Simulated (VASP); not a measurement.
Here is a VASP 6.6.1 calculation.

File INCAR:

```
SYSTEM = Sc
PREC = Accurate
ENCUT = 520
EDIFF = 1E-6
ISMEAR = -1
SIGMA = 0.1
LREAL = .False.
LASPH = .True.
NELM = 60
ALGO = Normal
ISIF = 2
LWAVE = .False.
LCHARG = .True.
GGA = RP
LELF = .True.
LVHAR = .True.
NBANDS = 12
```

The input KPOINTS:

```
Automatic mesh
0
Gamma
  13 13 13
  0 0 0
```

File POSCAR:

```
Sc
1.0
   -1.8135316394      1.8135316394      1.8135316394
    1.8135316394     -1.8135316394      1.8135316394
    1.8135316394      1.8135316394     -1.8135316394
Sc
1
Direct
    0.0000000000      0.0000000000      0.0000000000
```

Potentials or basis: VASP PAW PBE potentials, release 64 (Sc_sv).

The run is started by

```sh
$ cat potpaw_PBE.64/Sc_sv/POTCAR > POTCAR
$ mpirun -np 1 vasp_std > vasp.out
```

**Question.** Predict the pressure.

**Answer.** 4.8 GPa.

Caveat: the PAW data sets were made with another functional, which shifts forces and pressure a little.
